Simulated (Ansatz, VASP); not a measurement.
# One calculation of SiO2, two programs

```
CELL_PARAMETERS angstrom
5.03870 0.00000 0.00000
-2.51935 4.36364 0.00000
0.00000 0.00000 5.52485
ATOMIC_POSITIONS crystal
Si 0.00000 0.50000 0.33333
Si 0.50000 0.50000 0.66667
Si 0.50000 0.00000 0.00000
O 0.58439 0.79220 0.83333
O 0.79220 0.58439 0.50000
O 0.79220 0.20780 0.16667
O 0.41561 0.20780 0.83333
O 0.20780 0.41561 0.50000
O 0.20780 0.79220 0.16667
```

Alike in both runs: task single point; functional LDA; k mesh 6 × 6 × 4; occupations gaussian, width 0.02 eV; no spin polarisation.

|  | VASP | Ansatz |
| --- | --- | --- |
| version | VASP 6.6.1 | Ansatz 0.2.0 |
| potentials or method | VASP PAW LDA potentials, release 64 (Si, O), cutoff 520 eV | scalar-relativistic, plane waves, PAW |
| valence electrons in the cell | 48 | 48 |

```csv
,VASP,Ansatz,Ansatz less VASP
gap on the k mesh at the Fermi level (eV),5.49,5.50,+0.003
least direct gap on the mesh (eV),5.68,5.68,-0.001
pressure (GPa),0.6,0.0,-0.60
rms of the force components (eV/Å),0.004,0.000,-0.0035
```

LDA's correlation is that of Perdew and Zunger in VASP and of Perdew and Wang (1992) in Ansatz. Atom by atom the forces differ by 0.003 eV/Å (rms over components).
